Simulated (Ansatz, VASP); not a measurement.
One calculation of Sb, two programs

```
CELL_PARAMETERS angstrom
3.32729 0.00000 0.18734
0.00000 4.45638 0.00000
0.22288 0.00000 4.57270
ATOMIC_POSITIONS crystal
Sb 0.98996 0.75000 0.77243
Sb 0.01004 0.25000 0.22757
```

Alike in both runs: task single point; functional PBE; k mesh 14 × 10 × 10; occupations gaussian, width 0.1 eV; no spin polarisation.

|  | VASP | Ansatz |
| --- | --- | --- |
| version | VASP 6.6.1 | Ansatz 0.2.0 |
| potentials or method | VASP PAW PBE potentials, release 64 (Sb), cutoff 520 eV | scalar-relativistic, plane waves, PAW |
| valence electrons in the cell | 10 | 30 |

```csv
,VASP,Ansatz,Ansatz less VASP
gap on the k mesh at the Fermi level (eV),none,none,-
pressure (GPa),-4.1,-4.1,+0.04
"traceless stress, the component that is largest in VASP (GPa)",-1.82,-1.80,+0.020
rms of the force components (eV/Å),0.125,0.131,+0.0062
```

Atom by atom the forces differ by 0.006 eV/Å (rms over components). A gap of «none» marks a metal or a gap that the smearing closes. VASP's potentials hold 10 valence electrons a cell and Ansatz's 30, so a difference there can come from the potentials and not from the codes.

Neither program's run includes spin-orbit coupling.
